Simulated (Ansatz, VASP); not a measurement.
## One calculation of ZrB2, two programs

File INCAR:

```
SYSTEM = ZrB2
PREC = Accurate
ENCUT = 520
EDIFF = 1E-7
ISMEAR = 0
SIGMA = 0.15
LREAL = .FALSE.
LASPH = .TRUE.
NELM = 80
ALGO = Normal
ISIF = 2
LWAVE = .FALSE.
LCHARG = .TRUE.
GGA = CA
LELF = .TRUE.
LVHAR = .TRUE.
NBANDS = 16
```

Contents of KPOINTS:

```
Automatic mesh
0
G
  18 18 12
  0 0 0
```

File POSCAR:

```
ZrB2
1.0
    3.4566437803      0.0000000000      0.0000000000
   -1.7283218902      2.9935413256      0.0000000000
    0.0000000000      0.0000000000      3.2091480857
Zr B
1 2
Direct
    0.0000000000      0.0000000000      0.0000000000
    0.3333333333      0.6666666667      0.5000000000
    0.6666666667      0.3333333333      0.5000000000
```

Input for Ansatz:

```yaml
crystal:
  lattice:
    - [3.4566437803, 0.0, 0.0]
    - [-1.7283218902, 2.9935413256, 0.0]
    - [0.0, 0.0, 3.2091480857]
  atoms:
    - { symbol: Zr, position: [0.0, 0.0, 0.0] }
    - { symbol: B, position: [0.3333333333, 0.6666666667, 0.5] }
    - { symbol: B, position: [0.6666666667, 0.3333333333, 0.5] }
basis:
  ecutwfc: 520.0
kpoints:
  mp_grid: { grid: [18, 18, 12] }
hamiltonian:
  xc: lda
  pseudopotentials: { kind: paw }
scf:
  occupations: { method: gaussian, width: 0.15 }
output:
  forces: true
  stress: true
  eigenvalues: true
```

Alike in both runs: task single point; functional LDA; k mesh 18 × 18 × 12; occupations gaussian, width 0.15 eV; no spin polarisation.

|  | VASP | Ansatz |
| --- | --- | --- |
| version | VASP 6.6.1 | Ansatz 0.2.0 |
| potentials or method | VASP PAW LDA potentials, release 64 (Zr_sv, B), cutoff 520 eV | scalar-relativistic, plane waves, PAW |
| valence electrons in the cell | 18 | 18 |

Ansatz gave:

```
gap on the k mesh at the Fermi level (eV)                     : none
pressure (GPa)                                                : -23.5
traceless stress, the component that is largest in VASP (GPa) : 34.22
```

Question: Which values does VASP return?

Answer: gap on the k mesh at the Fermi level (eV): none; pressure (GPa): -23.1; traceless stress, the component that is largest in VASP (GPa): 34.23.

LDA's correlation is that of Perdew and Zunger in VASP and of Perdew and Wang (1992) in Ansatz. A gap of «none» marks a metal or a gap that the smearing closes.
